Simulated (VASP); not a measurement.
# Si (a cell with a defect) in VASP: further runs

Runs on Si (a cell with a defect). Level: PBE. Tasks: single point.

Program: VASP 6.6.1. These are calculated values, not measurements. Logs are shortened: lines on timing, memory, paths and dates and some standing lists are left out, and cuts for length are marked.

## 1. The cell of the first run

The cell holds a defect, 17 atoms: a = 7.679 Å, b = 7.679 Å, c = 7.679 Å, α = 60.00°, β = 60.00°, γ = 60.00°.

## 2. Single point, PBE

INCAR

```
PREC = Accurate ; ENCUT = 520
EDIFF = 1E-7 ; ISMEAR = -1
SIGMA = 0.02 ; LREAL = Auto
LASPH = True ; NELM = 60
ALGO = Normal ; ISIF = 2
LWAVE = False ; LCHARG = True
GGA = PE ; LELF = True
LVHAR = True ; NBANDS = 48
```

KPOINTS

```
regular mesh
0
Gamma
  2 2 2
```

POSCAR

```
Si
1.0
    0.0000000000      5.4300000000      5.4300000000
    5.4300000000      0.0000000000      5.4300000000
    5.4300000000      5.4300000000      0.0000000000
Si
17
Direct
    0.0004529635      0.0011543364      0.0003186259
    0.1233692310      0.1239048237      0.1233218109
   -0.0030747335     -0.0025697444      0.5033519182
    0.1227171990      0.1234646360      0.6317228358
   -0.0030177983      0.5040206625     -0.0030669964
    0.1228282039      0.6325922593      0.1227208334
   -0.0033480326      0.5039534501      0.5030743688
    0.1260559896      0.6252810609      0.6246393572
    0.5034095809     -0.0025509179     -0.0031069350
    0.6318610289      0.1234740846      0.1226221879
    0.5030684908     -0.0025741579      0.5029667841
    0.6247418531      0.1263856974      0.6246870551
    0.5032007620      0.5039771094     -0.0034494115
    0.6246941796      0.6252828353      0.1260311961
    0.4999318653      0.5002700056      0.4999058610
    0.6244276047      0.6251810354      0.6243371107
    0.2504789122      0.2512712236      0.2503393978
```

Potentials or basis: VASP PAW PBE potentials, release 64 (Si).

Started as:

```console
$ cat potpaw_PBE.64/Si/POTCAR > POTCAR
$ mpirun -np 1 vasp_std > vasp.out
```

OUTCAR:

```text
PREC = Accurate
   ENCUT = 520
   EDIFF = 1E-7
   ISMEAR = -1
   LREAL = Auto
   LASPH = True
   NELM = 60
   ISIF = 2
   GGA = PE

 ion  position               nearest neighbor table
   1  0.000  0.001  0.000-   6 2.31  10 2.31   4 2.31   2 2.31
   2  0.123  0.124  0.123-   1 2.31   3 2.38   9 2.38   5 2.38  17 2.39
   3  0.997  0.997  0.503-   8 2.33  12 2.33   2 2.38   4 2.38  17 2.76
   4  0.123  0.123  0.632-   1 2.31   3 2.38  11 2.38   7 2.39  17 2.39
   5  0.997  0.504  0.997-  14 2.33   8 2.33   2 2.38   6 2.38  17 2.75
   6  0.123  0.633  0.123-   1 2.31   5 2.38   7 2.38  13 2.38  17 2.39
   7  0.997  0.504  0.503-  16 2.33   8 2.33   6 2.38   4 2.39  17 2.74
   8  0.126  0.625  0.625-   3 2.33   5 2.33   7 2.33  15 2.34
   9  0.503  0.997  0.997-  14 2.33  12 2.33   2 2.38  10 2.38  17 2.75
  10  0.632  0.123  0.123-   1 2.31   9 2.38  11 2.38  13 2.39  17 2.39
  11  0.503  0.997  0.503-  16 2.33  12 2.33  10 2.38   4 2.38  17 2.74
  12  0.625  0.126  0.625-   3 2.33   9 2.33  11 2.33  15 2.34
  13  0.503  0.504  0.997-  16 2.33  14 2.33   6 2.38  10 2.39  17 2.74
  14  0.625  0.625  0.126-   9 2.33  13 2.33   5 2.33  15 2.34
  15  0.500  0.500  0.500-  16 2.34  14 2.34   8 2.34  12 2.34
  16  0.624  0.625  0.624-  13 2.33   7 2.33  11 2.33  15 2.34
  17  0.250  0.251  0.250-   6 2.39  10 2.39   4 2.39   2 2.39  11 2.74   7 2.74  13 2.74   5 2.75
                             9 2.75   3 2.76

  LATTYP: Found a face centered cubic cell.
 ALAT       =    10.8600000000

  Lattice vectors:

 A1 = (   0.0000000000,   5.4300000000,   5.4300000000)
 A2 = (   5.4300000000,   0.0000000000,   5.4300000000)
 A3 = (   5.4300000000,   5.4300000000,   0.0000000000)

Analysis of symmetry for initial positions (statically):
=====================================================================
 Subroutine PRICEL returns:
 Original cell was already a primitive cell.

 Routine SETGRP: Setting up the symmetry group for a
 face centered cubic supercell.

 Subroutine GETGRP returns: Found  1 space group operations
 (whereof  1 operations were pure point group operations)
 out of a pool of 48 trial point group operations.

The static configuration has the point symmetry C_1 .

Analysis of symmetry for dynamics (positions and initial velocities):
=====================================================================
 Subroutine PRICEL returns:
 Original cell was already a primitive cell.

 Routine SETGRP: Setting up the symmetry group for a
 face centered cubic supercell.

 Subroutine GETGRP returns: Found  1 space group operations
 (whereof  1 operations were pure point group operations)
 out of a pool of 48 trial point group operations.

The dynamic configuration has the point symmetry C_1 .

 Subroutine INISYM returns: Found  1 space group operations
 (whereof  1 operations are pure point group operations),
 and found     1 'primitive' translations

----------------------------------------------------------------------------------------

                                     Primitive cell

  volume of cell :     320.2060

  direct lattice vectors                    reciprocal lattice vectors
     0.000000000  5.430000000  5.430000000    -0.092081031  0.092081031  0.092081031
     5.430000000  0.000000000  5.430000000     0.092081031 -0.092081031  0.092081031
     5.430000000  5.430000000  0.000000000     0.092081031  0.092081031 -0.092081031

  length of vectors
     7.679179644  7.679179644  7.679179644     0.159489025  0.159489025  0.159489025

  position of ions in fractional coordinates (direct lattice)
     0.000452964  0.001154336  0.000318626
     0.123369231  0.123904824  0.123321811
     0.996925266  0.997430256  0.503351918
     0.122717199  0.123464636  0.631722836
     0.996982202  0.504020662  0.996933004
     0.122828204  0.632592259  0.122720833
[... 9 lines left out ...]
     0.624427605  0.625181035  0.624337111
     0.250478912  0.251271224  0.250339398

  ion indices of the primitive-cell ions
   primitive index   ion index
                 1           1
[... 49 lines left out ...]
  Thomas-Fermi vector in A             =   2.107356
   LORBIT       =      0    0 simple, 1 ext, 2 COOP (PROOUT), +10 PAW based schemes
   GGA     = PE    functional components
   LHFCALC =     F    Hartree Fock is set to
   AEXX    =    0.0000 exact exchange contribution
   IVDW    =     0    specifies the selected vdW correction
   LEPSILON=     F    determine dielectric tensor
   LRPA    =     F    only Hartree local field effects (RPA)
 non-spin polarized calculation
  energy-cutoff  :      520.00
  volume of cell :      320.21
 maximum number of plane-waves:      8646
 NGX is ok and might be reduce to    60
   NGX = 29   NGY = 29   NGZ = 29

 number of electron      68.0000001 magnetization

 Free energy of the ion-electron system (eV)
  ---------------------------------------------------
  ext. energy  EPLUGINS =         0.00000000
  ---------------------------------------------------
  free energy    TOTEN  =       -87.99568923 eV

  energy without entropy =      -87.98554121  energy(sigma->0) =      -87.99061522

 E-fermi :   6.9109     XC(G=0):  -9.6745

 val. band max:        6.6781769080   @ k =   0.0000   0.0000   0.0000
 cond. band min:       6.9253416911   @ k =   0.5000   0.5000   0.0000
 fundamental gap:      0.2471647830
 Fermi energy:         6.9109043570

 k-point     1 :       0.0000    0.0000    0.0000
  band No.  band energies     occupation
      1      -6.3172      2.00000
      2      -3.7725      2.00000
      3      -3.6286      2.00000
      4      -3.6272      2.00000
      5      -3.6263      2.00000
      6      -2.8063      2.00000
[... 38 lines left out ...]
     45       8.1231      0.00000
     46       9.0590      0.00000

 k-point     2 :       0.5000    0.0000    0.0000
  band No.  band energies     occupation
      1      -5.9146      2.00000
      2      -4.9558      2.00000
      3      -3.5703      2.00000
      4      -3.4263      2.00000
      5      -3.4225      2.00000
      6      -2.9566      2.00000
[... 286 lines left out ...]
 k-point     8 :       0.5000    0.0000    0.5000
  band No.  band energies     occupation
      1      -5.7812      2.00000
      2      -4.7228      2.00000
      3      -3.9935      2.00000
      4      -3.8771      2.00000
      5      -3.8770      2.00000
      6      -3.6262      2.00000
[... 38 lines left out ...]
     45      10.1222      0.00000
     46      10.1262      0.00000
 [bands above 46 left out]

------------------------ aborting loop because EDIFF is reached ----------------------------------------

  FORCE on cell =-STRESS in cart. coord.  units (eV):
  Direction    XX          YY          ZZ          XY          YZ          ZX
  --------------------------------------------------------------------------------------
  -------------------------------------------------------------------------------------
  Total       10.6599443     10.6676895     10.6579442     -0.0083979     -0.0092373     -0.0139230
  in kB       53.3379148     53.3766683     53.3279071     -0.0420197     -0.0462194     -0.0696647
  external PRESSURE =      53.3474967 kB  Pullay stress =       0.0000000 kB

 VOLUME and BASIS-vectors are now :
 -----------------------------------------------------------------------------
  energy-cutoff  :      520.00
  volume of cell :      320.21
      direct lattice vectors                 reciprocal lattice vectors
     0.000000000  5.430000000  5.430000000    -0.092081031  0.092081031  0.092081031
     5.430000000  0.000000000  5.430000000     0.092081031 -0.092081031  0.092081031
     5.430000000  5.430000000  0.000000000     0.092081031  0.092081031 -0.092081031

 POSITION                                       TOTAL-FORCE (eV/Angst)
 -----------------------------------------------------------------------------------
      0.00800      0.00419      0.00873         0.003153     -0.000550      0.003071
      1.34244      1.33953      1.34270        -0.011828     -0.014437     -0.011014
      8.14925      8.14651     10.82935         0.004294      0.000525      0.028993
      4.10067      4.09661      1.33677         0.002965     -0.002385      0.002570
      8.15018     10.82696      8.15045        -0.000221      0.018774      0.000068
      4.10135      1.33333      4.10193        -0.000760     -0.000274     -0.000149
[... 9 lines left out ...]
      6.78488      6.78079      6.78537        -0.013264     -0.011212     -0.013055
      2.72375      2.71944      2.72450        -0.001779     -0.000104     -0.001924
 -----------------------------------------------------------------------------------
    total drift:                               -0.003597      0.002834     -0.005008

  FREE ENERGIE OF THE ION-ELECTRON SYSTEM (eV)
  ---------------------------------------------------
  free  energy   TOTEN  =       -87.9956892301 eV

  energy  without entropy=      -87.9855412110  energy(sigma->0) =      -87.99061522
```

It took 4.2 min on 1 thread of Intel Xeon Platinum 8175M at 2.50GHz (Skylake/Cascade Lake), shared host; peak memory 0.47 GiB.

What came out:

```yaml
Free_energy: -87.9957 eV
Pressure: 5.3 GPa
Largest_force: 0.029 eV/Å
Band_gap_on_the_k_mesh: zero (band 34 reaches 6.93 eV, above the bottom of band 35 at 6.68 eV)
```

Forces on the atoms (eV/Å):
```
Si   0.003 -0.001  0.003
Si  -0.012 -0.014 -0.011
Si   0.004  0.001  0.029
Si   0.003 -0.002  0.003
Si   0.000  0.019  0.000
Si  -0.001  0.000  0.000
Si  -0.020  0.007  0.000
Si  -0.020  0.018  0.007
Si   0.027  0.001  0.005
Si   0.003 -0.003  0.003
Si   0.005 -0.013  0.005
Si   0.013 -0.023  0.012
Si   0.000  0.006 -0.022
Si   0.008  0.017 -0.019
Si   0.002  0.000  0.002
Si  -0.013 -0.011 -0.013
Si  -0.002  0.000 -0.002
```

Caveat: the k points lie up to 0.50 Å⁻¹ apart.

## 3. Single point, PBE

INCAR

```
SYSTEM = Si
ALGO = Normal
EDIFF = 1E-6
ENCUT = 520
GGA = PE
ISIF = 2
ISMEAR = -1
LASPH = .TRUE.
LCHARG = .TRUE.
LELF = .TRUE.
LREAL = Auto
LVHAR = .TRUE.
LWAVE = .FALSE.
NBANDS = 48
NELM = 60
PREC = Accurate
SIGMA = 0.02
```

KPOINTS

```
k-points
0
G
  2 2 2
  0 0 0
```

POSCAR

```
Si
1.0
    0.0000000000      5.4300000000      5.4300000000
    5.4300000000      0.0000000000      5.4300000000
    5.4300000000      5.4300000000      0.0000000000
Si
17
Direct
   -0.0000437835     -0.0017762876      0.0010041923
    0.1221108037      0.1274588578      0.1221603479
   -0.0057186021      0.0010301228      0.5024121119
    0.1220223549      0.1274882573      0.6284264668
   -0.0002332528      0.4997774075      0.0014200691
    0.1245090132      0.6245178529      0.1255552145
   -0.0002113546      0.4997996854      0.4991568090
    0.1211673658      0.6211676485      0.6288956475
    0.5022607536      0.0022688378     -0.0072271347
    0.6276124930      0.1276204586      0.1223870088
    0.5021562325      0.0021645759      0.5027259820
    0.6257216120      0.1257073362      0.6241957599
    0.4982155111      0.4999661221      0.0010030896
    0.6274497998      0.6221159675      0.1221651719
    0.5010291641      0.4942675054      0.5024191690
    0.6274787869      0.6220277955      0.6284250111
    0.3755693125     -0.1244439236      0.3743844433
```

Potentials or basis: VASP PAW PBE potentials, release 64 (Si).

Started as:

```console
$ cat potpaw_PBE.64/Si/POTCAR > POTCAR
$ mpirun -np 1 vasp_std > vasp.out
```

It took 4.3 min on 1 thread of Intel Xeon Platinum 8175M at 2.50GHz (Skylake/Cascade Lake), shared host; peak memory 0.46 GiB.

Results (log left out):

- Free energy: -87.9957 eV
- Pressure: 5.3 GPa
- Largest force: 0.020 eV/Å
- Band gap on the k mesh: zero (band 34 reaches 6.93 eV, above the bottom of band 35 at 6.67 eV)

Forces in eV/Å, atoms in the order of the input:
```
Si  -0.011  0.008  0.008
Si   0.002  0.003 -0.015
Si   0.013 -0.015 -0.001
Si  -0.004  0.001 -0.015
Si  -0.005 -0.005  0.017
Si  -0.001 -0.001  0.008
Si   0.004  0.004  0.015
Si   0.001  0.001  0.014
Si   0.008  0.008 -0.004
Si   0.001  0.001  0.002
Si  -0.006 -0.006  0.000
Si   0.000  0.000 -0.007
Si   0.008 -0.011  0.008
Si   0.003  0.001 -0.015
Si  -0.015  0.013 -0.001
Si   0.001 -0.004 -0.015
Si  -0.001 -0.001  0.001
```

Levels at points of the mesh, in eV from the Fermi level:
| k point | band 31 | band 32 | band 33 | band 34 | band 35 | band 36 | band 37 | band 38 |
| --- | --- | --- | --- | --- | --- | --- | --- | --- |
| (0.00, 0.00, 0.00) | -0.82 | -0.82 | -0.82 | -0.25 | -0.24 | -0.23 | 0.08 | 0.09 |
| (0.50, 0.00, 0.00) | -1.57 | -1.43 | -1.43 | -0.35 | 0.53 | 0.54 | 0.90 | 0.90 |
| (0.00, 0.50, 0.00) | -1.57 | -1.43 | -1.43 | -0.35 | 0.53 | 0.54 | 0.90 | 0.90 |
| (0.00, 0.00, 0.50) | -1.56 | -1.43 | -1.43 | -0.34 | 0.53 | 0.54 | 0.89 | 0.89 |
| (0.50, 0.50, 0.50) | -1.56 | -1.43 | -1.43 | -0.34 | 0.53 | 0.55 | 0.89 | 0.89 |
| (0.50, 0.50, 0.00) | -2.02 | -1.89 | -0.99 | 0.01 | 0.71 | 1.02 | 1.03 | 1.15 |
| (0.00, 0.50, 0.50) | -2.02 | -1.89 | -0.99 | 0.02 | 0.71 | 1.02 | 1.03 | 1.15 |
| (0.50, 0.00, 0.50) | -2.02 | -1.89 | -0.99 | 0.02 | 0.71 | 1.02 | 1.03 | 1.15 |

Caveat: the k points lie up to 0.50 Å⁻¹ apart.

## 4. Single point, PBE

INCAR

```
SYSTEM = Si
  ALGO = Normal
  EDIFF = 1E-6
  ENCUT = 520
  GGA = PE
  ISIF = 2
  ISMEAR = -1
  LASPH = .True.
  LCHARG = .False.
  LREAL = Auto
  LWAVE = .False.
  NBANDS = 48
  NELM = 100
  PREC = Accurate
  SIGMA = 0.02
```

KPOINTS

```
k-points
0
Gamma
  2 2 2
  0 0 0
```

POSCAR

```
Si
1.0
    0.0000000000      5.4300000000      5.4300000000
    5.4300000000      0.0000000000      5.4300000000
    5.4300000000      5.4300000000      0.0000000000
Si
17
Direct
    0.0004530387      0.0011543278      0.0003186004
    0.1233691529      0.1239048803      0.1233218232
   -0.0030746777     -0.0025697053      0.5033518416
    0.1227171271      0.1234646409      0.6317228361
   -0.0030176796      0.5040206262     -0.0030670350
    0.1228281768      0.6325922652      0.1227208103
   -0.0033480663      0.5039534070      0.5030744015
    0.1260559853      0.6252810313      0.6246394107
    0.5034095764     -0.0025508287     -0.0031069982
    0.6318610497      0.1234741252      0.1226221915
    0.5030685083     -0.0025742173      0.5029668508
    0.6247418969      0.1263857274      0.6246870166
    0.5032008287      0.5039770718     -0.0034494475
    0.6246941989      0.6252827808      0.1260312155
    0.4999318600      0.5002699816      0.4999058932
    0.6244275322      0.6251811234      0.6243371087
    0.2504788214      0.2512712707      0.2503394107
```

Started as:

```console
$ cat potpaw_PBE.64/Si/POTCAR > POTCAR
$ mpirun -np 1 vasp_std > vasp.out
```

Run time: 3.8 min. Hardware: 1 thread of Intel Xeon Platinum 8175M at 2.50GHz (Skylake/Cascade Lake), shared host; peak memory 0.46 GiB.

It converged, with:

| Item | Value |
| --- | --- |
| Free energy | -87.9957 eV |
| Pressure | 5.3 GPa |
| Largest force | 0.029 eV/Å |
| Band gap on the k mesh | zero (band 34 reaches 6.93 eV, above the bottom of band 35 at 6.68 eV) |

Forces in eV/Å, atoms in the order of the input:
```
Si   0.003 -0.001  0.003
Si  -0.012 -0.014 -0.011
Si   0.004  0.001  0.029
Si   0.003 -0.002  0.003
Si   0.000  0.019  0.000
Si  -0.001  0.000  0.000
Si  -0.020  0.007  0.000
Si  -0.020  0.018  0.007
Si   0.027  0.001  0.005
Si   0.003 -0.003  0.003
Si   0.005 -0.013  0.005
Si   0.013 -0.023  0.012
Si   0.000  0.006 -0.022
Si   0.008  0.017 -0.019
Si   0.002  0.000  0.002
Si  -0.013 -0.011 -0.013
Si  -0.002  0.000 -0.002
```

Levels at points of the mesh, in eV from the Fermi level:
```tsv
k point	band 31	band 32	band 33	band 34	band 35	band 36	band 37	band 38
(0.00, 0.00, 0.00)	-0.82	-0.82	-0.82	-0.24	-0.23	-0.23	0.09	0.09
(0.50, 0.00, 0.00)	-1.57	-1.43	-1.43	-0.35	0.53	0.54	0.90	0.90
(0.00, 0.50, 0.00)	-1.57	-1.43	-1.43	-0.35	0.53	0.55	0.89	0.90
(0.00, 0.00, 0.50)	-1.57	-1.43	-1.43	-0.35	0.53	0.54	0.90	0.90
(0.50, 0.50, 0.50)	-1.58	-1.43	-1.43	-0.35	0.53	0.53	0.90	0.90
(0.50, 0.50, 0.00)	-2.02	-1.89	-0.99	0.01	0.72	1.02	1.03	1.14
(0.00, 0.50, 0.50)	-2.02	-1.89	-0.99	0.01	0.72	1.02	1.03	1.14
(0.50, 0.00, 0.50)	-2.02	-1.89	-0.99	0.01	0.72	1.02	1.02	1.15
```

Caveat: the k points lie up to 0.50 Å⁻¹ apart.

## 5. Single point, PBE

INCAR

```
SYSTEM = Si
PREC = Accurate
ENCUT = 520
EDIFF = 1E-7
ISMEAR = -1
SIGMA = 0.02
LREAL = Auto
LASPH = .True.
NELM = 80
ALGO = Normal
ISIF = 2
LWAVE = .False.
LCHARG = .False.
GGA = PE
NBANDS = 48
```

KPOINTS

```
Automatic mesh
0
Gamma
  2 2 2
  0 0 0
```

POSCAR

```
Si
1.0
    0.0000000000      5.4300000000      5.4300000000
    5.4300000000      0.0000000000      5.4300000000
    5.4300000000      5.4300000000      0.0000000000
Si
17
Direct
   -0.0000437385     -0.0017763352      0.0010041436
    0.1221107735      0.1274588398      0.1221603131
   -0.0057185083      0.0010301105      0.5024120626
    0.1220223757      0.1274883057      0.6284264273
   -0.0002332413      0.4997774401      0.0014199816
    0.1245090239      0.6245178637      0.1255552486
   -0.0002113260      0.4997997238      0.4991568140
    0.1211673112      0.6211676796      0.6288956722
    0.5022608656      0.0022687845     -0.0072271639
    0.6276124309      0.1276205341      0.1223870166
    0.5021561694      0.0021646409      0.5027259669
    0.6257215470      0.1257073665      0.6241957643
    0.4982154696      0.4999661142      0.0010031308
    0.6274497238      0.6221160221      0.1221651934
    0.5010290976      0.4942675875      0.5024191529
    0.6274788214      0.6220278085      0.6284250460
    0.3755693370     -0.1244439227      0.3743844383
```

Started as:

```console
$ cat potpaw_PBE.64/Si/POTCAR > POTCAR
$ mpirun -np 1 vasp_std > vasp.out
```

Run time: 3.3 min. Hardware: 1 thread of Intel Xeon Platinum 8175M at 2.50GHz (Skylake/Cascade Lake), shared host; peak memory 0.47 GiB.

The run converged. Its results:

| Property | Result |
| --- | --- |
| Free energy | -87.9957 eV |
| Pressure | 5.3 GPa |
| Largest force | 0.020 eV/Å |
| Band gap on the k mesh | zero (band 34 reaches 6.93 eV, above the bottom of band 35 at 6.67 eV) |

Forces on the atoms (eV/Å):
```
Si  -0.011  0.008  0.008
Si   0.002  0.003 -0.015
Si   0.013 -0.015 -0.001
Si  -0.004  0.001 -0.015
Si  -0.005 -0.005  0.017
Si  -0.001 -0.001  0.008
Si   0.004  0.004  0.015
Si   0.001  0.001  0.014
Si   0.008  0.008 -0.004
Si   0.001  0.001  0.002
Si  -0.006 -0.006  0.000
Si   0.000  0.000 -0.007
Si   0.008 -0.011  0.008
Si   0.003  0.001 -0.015
Si  -0.015  0.013 -0.001
Si   0.001 -0.004 -0.015
Si  -0.001 -0.001  0.001
```

Levels at points of the mesh, in eV from the Fermi level:
```
           k point  band 31  band 32  band 33  band 34  band 35  band 36  band 37  band 38
(0.00, 0.00, 0.00)    -0.82    -0.82    -0.82    -0.25    -0.24    -0.23     0.08     0.09
(0.50, 0.00, 0.00)    -1.57    -1.43    -1.43    -0.35     0.53     0.54     0.90     0.90
(0.00, 0.50, 0.00)    -1.57    -1.43    -1.43    -0.35     0.53     0.54     0.90     0.90
(0.00, 0.00, 0.50)    -1.56    -1.43    -1.43    -0.34     0.53     0.54     0.89     0.89
(0.50, 0.50, 0.50)    -1.56    -1.43    -1.43    -0.34     0.53     0.55     0.89     0.89
(0.50, 0.50, 0.00)    -2.02    -1.89    -0.99     0.01     0.71     1.02     1.03     1.15
(0.00, 0.50, 0.50)    -2.02    -1.89    -0.99     0.02     0.71     1.02     1.03     1.15
(0.50, 0.00, 0.50)    -2.02    -1.89    -0.99     0.02     0.71     1.02     1.03     1.15
```

Caveat: the k points lie up to 0.50 Å⁻¹ apart.
